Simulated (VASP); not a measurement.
Input of a VASP 6.6.1 run:

The input INCAR:

```
PREC = Accurate
ENCUT = 1300
EDIFF = 1E-6
ISMEAR = 1
SIGMA = 0.15
LREAL = F
LASPH = T
NELM = 120
ALGO = Normal
ISIF = 2
LWAVE = F
LCHARG = F
GGA = B5
ALDAX = 1.0
AGGAX = 1.0
AGGAC = 1.0
ALDAC = 0.0
IVDW = 12
VDW_S6 = 1.0
VDW_S8 = 2.6996
VDW_A1 = 0.4298
VDW_A2 = 4.2359
NBANDS = 16
GGA_COMPAT = F
```

Contents of KPOINTS:

```
regular mesh
0
Gamma
  9 9 9
```

POSCAR

```
WC
1.0
    0.0000000000      2.1826833778      2.1826833778
    2.1826833778      0.0000000000      2.1826833778
    2.1826833778      2.1826833778      0.0000000000
W C
1 1
Direct
    0.0000000000      0.0000000000      0.0000000000
    0.5000000000      0.5000000000      0.5000000000
```

Potentials or basis: VASP PAW PBE potentials, release 64 (W_sv, C_h).

Launch:

```bash
$ cat potpaw_PBE.64/W_sv/POTCAR potpaw_PBE.64/C_h/POTCAR > POTCAR
$ mpirun -np 1 vasp_std > vasp.out
```

Problem. Estimate the band gap on the k mesh.

Solution. Zero (bands 9 and 10 overlap by 2.99 eV).

Problem. Predict the pressure.

Solution. 2.4 GPa.

Caveat: the dispersion term is far too large for a dense solid, which distorts pressure and volume; the PAW data sets were made with another functional, which shifts forces and pressure a little; spin-orbit coupling is left out, which moves the levels of the heavy elements.
